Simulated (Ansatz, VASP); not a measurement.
Se in VASP and in Ansatz

The input INCAR:

```
PREC = Accurate ; ENCUT = 520
EDIFF = 1E-6 ; ISMEAR = -1
SIGMA = 0.1 ; LREAL = F
LASPH = T ; NELM = 80
ALGO = Normal ; ISIF = 2
LWAVE = F ; LCHARG = T
GGA = PE ; LELF = T
LVHAR = T ; NBANDS = 16
```

The input KPOINTS:

```
regular mesh
0
Gamma
  9 9 11
```

The input POSCAR:

```
Se
1.0
    4.5702221374      0.0000000000      0.0000000000
   -2.2851110687      3.9579284719      0.0000000000
    0.0000000000      0.0000000000      3.2424357111
Se
3
Direct
    0.0000000000      0.0000000000      0.0000000000
    0.3333333333      0.6666666667      0.5000000000
    0.6666666667      0.3333333333      0.5000000000
```

Input for Ansatz:

```yaml
crystal:
  lattice:
    - [4.5702221374, 0.0, 0.0]
    - [-2.2851110687, 3.9579284719, 0.0]
    - [0.0, 0.0, 3.2424357111]
  atoms:
    - { symbol: Se, position: [0.0, 0.0, 0.0] }
    - { symbol: Se, position: [0.3333333333, 0.6666666667, 0.5] }
    - { symbol: Se, position: [0.6666666667, 0.3333333333, 0.5] }
hamiltonian:
  xc: pbe
  pseudopotentials:
    kind: paw
    azcp:
      Se: "pseudopotentials/Se.paw.azcp"
basis:
  ecutwfc: 420
  fft_grid_basis: typed
kpoints:
  mp_grid: { grid: [9, 9, 11], shift: [0, 0, 0] }
magnetization:
  spin_polarized: false
scf:
  occupations: { method: fermi_dirac, width: 0.1 }
  lower_state_search: "off"
output:
  stress: true
```

Alike in both runs: task single point; functional PBE; k mesh 9 × 9 × 11; occupations fermi-dirac, width 0.1 eV; no spin polarisation.

```csv
,VASP,Ansatz
version,VASP 6.6.1,Ansatz 0.2.0
potentials or method,"VASP PAW PBE potentials, release 64 (Se), cutoff 520 eV","plane waves (420 eV) with PAW, scalar-relativistic"
valence electrons in the cell,18,48
```

VASP gave:

```
pressure (GPa)                                                : 6.8
traceless stress, the component that is largest in VASP (GPa) : -1.82
```

**Question.** What did Ansatz give for the same quantities?

**Answer.** Pressure (GPa): 6.7; traceless stress, the component that is largest in VASP (GPa): -1.81.

With one functional, cell and mesh, what is left measures potentials, basis and numerics. VASP's potentials hold 18 valence electrons a cell and Ansatz's 48, so a difference there can come from the potentials and not from the codes.
